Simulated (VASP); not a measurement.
Wanted: the native input for a VASP 6.6.1 run.

```yaml
Task: single point
Functional: r2SCAN
Potentials_or_basis: VASP PAW PBE potentials, release 64 (Ga_d)
Cutoff: 520 eV
k_mesh: 8 × 8 × 6
Occupations: gaussian, width 0.1 eV
Spin: no spin polarisation
Dipole_correction: no
Further_INCAR_settings: ALGO = Normal; EDIFF = 1e-06; NBANDS = 20
```

The system is Ga.

```
Ga
1.0
     1.38300   -4.02650    0.00000
     1.38300    4.02650    0.00000
    -0.11745    0.00000    3.32993
Ga
2
Cartesian
  1.3536 -2.9716 0.8325
  1.2949 2.9716 2.4974
```

One way to write it, as run:

POSCAR

```
Ga
1.0
    1.3830000000     -4.0265000000      0.0000000000
    1.3830000000      4.0265000000      0.0000000000
   -0.1174500000      0.0000000000      3.3299300000
Ga
2
Direct
    0.8690000000      0.1310000000      0.2500000000
    0.1310000000      0.8690000000      0.7500000000
```

INCAR.step1

```
SYSTEM = Ga
PREC     = Accurate       ! precision mode
ENCUT    = 520            ! plane-wave cutoff, eV
ISMEAR   = 0              ! smearing method
SIGMA    = 0.1            ! smearing width, eV
LREAL    = .FALSE.        ! projectors in reciprocal space
LASPH    = .TRUE.         ! aspherical terms in the spheres
NELM     = 80             ! most SCF steps
NBANDS   = 20             ! bands
GGA      = PE             ! functional
ALGO     = Normal         ! electronic algorithm
EDIFF    = 1E-4           ! SCF threshold, eV
LWAVE    = .TRUE.         ! write WAVECAR
LCHARG   = .FALSE.        ! write CHGCAR
```

INCAR.step2

```
SYSTEM = Ga
PREC     = Accurate       ! precision mode
ENCUT    = 520            ! plane-wave cutoff, eV
EDIFF    = 1E-6           ! SCF threshold, eV
ISMEAR   = 0              ! smearing method
SIGMA    = 0.1            ! smearing width, eV
LREAL    = .FALSE.        ! projectors in reciprocal space
LASPH    = .TRUE.         ! aspherical terms in the spheres
NELM     = 80             ! most SCF steps
ALGO     = Normal         ! electronic algorithm
ISIF     = 2              ! what is computed and relaxed
LWAVE    = .FALSE.        ! write WAVECAR
LCHARG   = .FALSE.        ! write CHGCAR
METAGGA  = R2SCAN         ! meta-GGA
LMIXTAU  = .TRUE.       
NBANDS   = 20             ! bands
ISTART   = 1
```

KPOINTS

```
regular mesh
0
G
  8 8 6
  0 0 0
```

Potentials or basis: VASP PAW PBE potentials, release 64 (Ga_d).

Command:

```bash
$ cat potpaw_PBE.64/Ga_d/POTCAR > POTCAR
$ cp INCAR.step1 INCAR
$ mpirun -np 1 vasp_std > vasp.out
$ cp INCAR.step2 INCAR
$ mpirun -np 1 vasp_std > vasp.out
```

Results of the run:

```
Pressure               : -1.1 GPa
Largest force          : 0.218 eV/Å
Band gap on the k mesh : zero (bands 13 and 14 overlap by 8.75 eV)
```

Caveat: the PAW data sets were made with another functional, which shifts forces and pressure a little.

Run time: 3.8 min on 1 thread of AMD EPYC 7R13 Processor (Zen 3), with other jobs on the host, peak memory 0.19 GiB.
